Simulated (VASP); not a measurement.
# Ti (P6_3/mmc) in VASP: further runs, part 2 of 2

VASP 6.6.1. The steps go on from the part before.

## Step 3: Relaxation of cell and atoms, PBEsol

This run uses another cell than the first one, of 17.64 Å³/atom.

File INCAR:

```
SYSTEM = Ti
PREC = Accurate
ENCUT = 500
EDIFF = 1E-7
ISMEAR = 1
SIGMA = 0.05
LREAL = .False.
LASPH = .True.
NELM = 120
ALGO = Normal
ISIF = 3
LWAVE = .False.
LCHARG = .False.
GGA = PS
IBRION = 2
NSW = 80
EDIFFG = -0.01
GGA_COMPAT = .False.
NELMIN = 4
```

File KPOINTS:

```
Automatic mesh
0
Gamma
  7 7 4
  0 0 0
```

File POSCAR:

```
Ti
1.0
    2.9500000000      0.0000000000      0.0000000000
   -1.4750000000      2.5547749400      0.0000000000
    0.0000000000      0.0000000000      4.6800000000
Ti
2
Direct
    0.3333333333      0.6666666667      0.2500000000
    0.6666666667      0.3333333333      0.7500000000
```

Potentials or basis: VASP PAW PBE potentials, release 64 (Ti_sv).

Command:

```sh
> cat potpaw_PBE.64/Ti_sv/POTCAR > POTCAR
> mpirun -np 1 vasp_std > vasp.out
```

OUTCAR:

```text
SYSTEM = Ti
   PREC = Accurate
   ENCUT = 500
   EDIFF = 1E-7
   ISMEAR = 1
   LREAL = .False.
   LASPH = .True.
   NELM = 120
   ISIF = 3
   GGA = PS
   IBRION = 2
   NSW = 80
   EDIFFG = -0.01
   NELMIN = 4

 ion  position               nearest neighbor table
   1  0.333  0.667  0.250-   2 2.89   2 2.89   2 2.89   2 2.89   2 2.89   2 2.89
   2  0.667  0.333  0.750-   1 2.89   1 2.89   1 2.89   1 2.89   1 2.89   1 2.89

  LATTYP: Found a hexagonal cell.
 ALAT       =     2.9500000000
 C/A-ratio  =     1.5864406780

  Lattice vectors:

 A1 = (   2.9500000000,   0.0000000000,   0.0000000000)
 A2 = (  -1.4750000000,   2.5547749400,   0.0000000000)
 A3 = (   0.0000000000,   0.0000000000,   4.6800000000)

Analysis of symmetry for initial positions (statically):
=====================================================================
 Subroutine PRICEL returns:
 Original cell was already a primitive cell.

 Routine SETGRP: Setting up the symmetry group for a
 hexagonal supercell.

 Subroutine GETGRP returns: Found 24 space group operations
 (whereof 12 operations were pure point group operations)
 out of a pool of 24 trial point group operations.

The static configuration has the point symmetry D_3d.
 The point group associated with its full space group is D_6h.

Analysis of symmetry for dynamics (positions and initial velocities):
=====================================================================
 Subroutine PRICEL returns:
 Original cell was already a primitive cell.

 Routine SETGRP: Setting up the symmetry group for a
 hexagonal supercell.

 Subroutine GETGRP returns: Found 24 space group operations
 (whereof 12 operations were pure point group operations)
 out of a pool of 24 trial point group operations.

The dynamic configuration has the point symmetry D_3d.
 The point group associated with its full space group is D_6h.

 Subroutine INISYM returns: Found 24 space group operations
 (whereof 12 operations are pure point group operations),
 and found     1 'primitive' translations

----------------------------------------------------------------------------------------

                                     Primitive cell

  volume of cell :      35.2712

  direct lattice vectors                    reciprocal lattice vectors
     2.950000000  0.000000000  0.000000000     0.338983051  0.195711956  0.000000000
    -1.475000000  2.554774940  0.000000000     0.000000000  0.391423911  0.000000000
     0.000000000  0.000000000  4.680000000     0.000000000  0.000000000  0.213675214

  length of vectors
     2.950000000  2.949999999  4.680000000     0.391423911  0.391423911  0.213675214

  position of ions in fractional coordinates (direct lattice)
     0.333333333  0.666666667  0.250000000
     0.666666667  0.333333333  0.750000000

  ion indices of the primitive-cell ions
   primitive index   ion index
                 1           1
                 2           2

----------------------------------------------------------------------------------------

 KPOINTS: Automatic mesh

Automatic generation of k-mesh.
 Grid dimensions read from file:
 generate k-points for:    7    7    4

 Generating k-lattice:

  Cartesian coordinates                     Fractional coordinates (reciprocal lattice)
     0.048426150  0.027958851  0.000000000     0.142857143 -0.000000000  0.000000000
     0.000000000  0.055917702  0.000000000     0.000000000  0.142857143  0.000000000
     0.000000000  0.000000000  0.053418803     0.000000000  0.000000000  0.250000000

  Length of vectors
     0.055917702  0.055917702  0.053418803

  Shift w.r.t. Gamma in fractional coordinates (k-lattice)
     0.000000000  0.000000000  0.000000000

 Subroutine IBZKPT returns following result:
 ===========================================

 Found     24 irreducible k-points:

 Following reciprocal coordinates:
            Coordinates               Weight
  0.000000  0.000000  0.000000      1.000000
  0.142857  0.000000  0.000000      6.000000
  0.285714  0.000000  0.000000      6.000000
  0.428571  0.000000  0.000000      6.000000
  0.142857  0.142857  0.000000      6.000000
  0.285714  0.142857  0.000000     12.000000
[... 16 lines left out ...]
  0.428571  0.142857  0.500000      6.000000
  0.285714  0.285714  0.500000      6.000000
   k-points           NKPTS =     24   k-points in BZ     NKDIM =     24   number of bands    NBANDS=     16
   number of dos      NEDOS =    301   number of ions     NIONS =      2
   total plane-waves  NPLWV =  20736
   dimension x,y,z NGX =    24 NGY =   24 NGZ =   36
   dimension x,y,z NGXF=    48 NGYF=   48 NGZF=   72
   ions per type =               2
   NGX,Y,Z   is equivalent  to a cutoff of  13.53, 13.53, 12.79 a.u.
   NGXF,Y,Z  is equivalent  to a cutoff of  27.05, 27.05, 25.58 a.u.
 SYSTEM =  Ti
   PREC   = accura    normal or accurate (medium, high low for compatibility)
   ISTART =      0    job   : 0-new  1-cont  2-samecut
   ICHARG =      2    charge: 1-file 2-atom 10-const
   ISPIN  =      1    spin polarized calculation?
   LNONCOLLINEAR =      F non collinear calculations
   LSORBIT =      F    spin-orbit coupling
   LASPH  =      T    aspherical Exc in radial PAW
   ENCUT  =  500.0 eV  36.75 Ry    6.06 a.u.   5.38  5.38  8.53*2*pi/ulx,y,z
   NELM   =    120;   NELMIN=  4; NELMDL= -5     # of ELM steps
   EDIFF  = 0.1E-06   stopping-criterion for ELM
   LREAL  =      F    real-space projection
   EDIFFG = -.1E-01   stopping-criterion for IOM
   NSW    =     80    number of steps for IOM
   IBRION =      2    ionic relax: 0-MD 1-quasi-New 2-CG
   NFREE  =      1    steps in history (QN), initial steepest desc. (CG)
   ISIF   =      3    stress and relaxation
   ISYM   =      2    0-nonsym 1-usesym 2-fastsym
   POTIM  = 0.5000    time-step for ionic-motion
   TEBEG  =    0.0;   TEEND  =   0.0 temperature during run
   PSTRESS=    0.0 pullay stress
   NELECT =      24.0000    total number of electrons
   NUPDOWN=      -1.0000    fix difference up-down
   EMIN   =  10.00;   EMAX   =-10.00  energy-range for DOS
   EFERMI =   0.00;   METHOD = LEGACY
   ISMEAR =     1;   SIGMA  =   0.05  broadening in eV -4-tet -1-fermi 0-gaus
   EFERMI_NEDOS =   21; number of points for ismear=-14 and -15
   IALGO  =     38    algorithm
   IMIX   =      4    mixing-type and parameters
     AMIX     =   0.40;   BMIX     =  1.00
     AMIX_MAG =   1.60;   BMIX_MAG =  1.00
  volume/ion in A,a.u.               =      17.64       119.01
  Fermi-wavevector in a.u.,A,eV,Ry     =   1.439920  2.721055 28.209912  2.073370
  Thomas-Fermi vector in A             =   2.558722
   LORBIT       =      0    0 simple, 1 ext, 2 COOP (PROOUT), +10 PAW based schemes
   GGA     = PS    functional components
   LHFCALC =     F    Hartree Fock is set to
   AEXX    =    0.0000 exact exchange contribution
   IVDW    =     0    specifies the selected vdW correction
   LEPSILON=     F    determine dielectric tensor
   LRPA    =     F    only Hartree local field effects (RPA)
 conjugate gradient relaxation of ions
 non-spin polarized calculation
 Methfessel and Paxton  Order N= 1 SIGMA  =   0.05
  energy-cutoff  :      500.00
  volume of cell :       35.27
 maximum number of plane-waves:       929
 NGX is ok and might be reduce to    24
   NGX = 11   NGY = 11   NGZ = 17

--------------------------------------- Ionic step        1  -------------------------------------------

 number of electron      24.0000002 magnetization

 Free energy of the ion-electron system (eV)
  ---------------------------------------------------
  ext. energy  EPLUGINS =         0.00000000
  ---------------------------------------------------
  free energy    TOTEN  =       -16.64349585 eV

  energy without entropy =      -16.64373588  energy(sigma->0) =      -16.64357586

------------------------ aborting loop because EDIFF is reached ----------------------------------------

  FORCE on cell =-STRESS in cart. coord.  units (eV):
  Direction    XX          YY          ZZ          XY          YZ          ZX
  --------------------------------------------------------------------------------------
  -------------------------------------------------------------------------------------
  Total       -1.3939782     -1.3939782     -1.1206124      0.0000000     -0.0000000      0.0000000
  in kB      -63.3207480    -63.3207480    -50.9032458      0.0000000     -0.0000000      0.0000000
  external PRESSURE =     -59.1815806 kB  Pullay stress =       0.0000000 kB
[... 89 lines left out ...]
  FREE ENERGIE OF THE ION-ELECTRON SYSTEM (eV)
  ---------------------------------------------------
  free  energy   TOTEN  =       -16.6799970116 eV

  energy  without entropy=      -16.6800898810  energy(sigma->0) =      -16.68002797

[... ionic steps 4 to 7 ...]

--------------------------------------- Ionic step        8  -------------------------------------------

 number of electron      24.0000002 magnetization

------------------------ aborting loop because EDIFF is reached ----------------------------------------
[... 67 lines left out ...]
--------------------------------------- Ionic step       10  -------------------------------------------

 number of electron      24.0000002 magnetization

 Free energy of the ion-electron system (eV)
  ---------------------------------------------------
  ext. energy  EPLUGINS =         0.00000000
  ---------------------------------------------------
  free energy    TOTEN  =       -16.68077520 eV

  energy without entropy =      -16.68120981  energy(sigma->0) =      -16.68092007

 E-fermi :   8.7120     XC(G=0): -11.8255

 val. band max:        8.6771002397   @ k =   0.2857   0.2857   0.2500
 cond. band min:       8.7347259854   @ k =   0.1429   0.0000   0.0000
 fundamental gap:      0.0576257457
 Fermi energy:         8.7120416190

 k-point     1 :       0.0000    0.0000    0.0000
  band No.  band energies     occupation
      1     -47.9393      2.00000
      2     -47.7843      2.00000
      3     -24.6543      2.00000
      4     -23.9373      2.00000
      5     -23.9373      2.00000
      6     -23.8621      2.00000
[... 474 lines left out ...]
  FREE ENERGIE OF THE ION-ELECTRON SYSTEM (eV)
  ---------------------------------------------------
  free  energy   TOTEN  =       -16.6807751991 eV

  energy  without entropy=      -16.6812098137  energy(sigma->0) =      -16.68092007

 reached required accuracy - stopping structural energy minimisation
```

It took 1.7 min on 1 thread of AMD EPYC 7R43 (Zen 3), shared host; peak memory 0.12 GiB.

What came out:

```yaml
Free_energy: -16.6808 eV
Relaxed_volume: 16.70 Å³/atom
Relaxed_cell: a = 2.884 Å, b = 2.884 Å, c = 4.635 Å, α = 90.00°, β = 90.00°, γ = 120.00°
Space_group_after_relaxing_to_0.1_Å: P6_3/mmc (No. 194)
Energy_gained_by_relaxing: 18.6 meV/atom
Ionic_steps: 10
Pressure_after_relaxing: 0.0 GPa
Band_gap_on_the_k_mesh: zero (bands 12 and 13 overlap by 1.00 eV)
```

Step by step:
```
step  energy change (eV)  largest force (eV/Å)  pressure (GPa)  volume (Å³)
   1              0.0000                0.0000           -5.92        35.27
   2             -0.0149                0.0000            5.35        32.05
   3             -0.0365                0.0000            0.03        33.40
   4             -0.0365                0.0000            0.16        33.36
   5             -0.0372                0.0000            0.13        33.36
   6             -0.0373                0.0000            0.12        33.36
   7             -0.0373                0.0000            0.12        33.36
   8             -0.0373                0.0000            0.12        33.36
   9             -0.0373                0.0000           -0.10        33.43
  10             -0.0373                0.0000            0.00        33.40
```

Final structure:
```
Ti
1.0
     2.88444    0.00000    0.00000
    -1.44222    2.49800    0.00000
     0.00000    0.00000    4.63521
Ti
2
Direct
  0.33333 0.66667 0.25000
  0.66667 0.33333 0.75000
```

Levels at points of the mesh, in eV from the Fermi level:
```tsv
k point	band 8	band 9	band 10	band 11	band 12	band 13	band 14	band 15	band 16
(0.00, 0.00, 0.00)	-32.54	-6.39	-2.89	0.68	0.72	0.72	0.74	1.22	1.22
(0.00, 0.00, 0.50)	-32.60	-4.51	-4.51	-0.05	-0.05	0.64	0.64	0.64	0.64
```

Caveat: the PAW data sets were made with another functional, which shifts forces and pressure a little.

The gap in the log of VASP goes by the Fermi energy; the results here count the filled bands.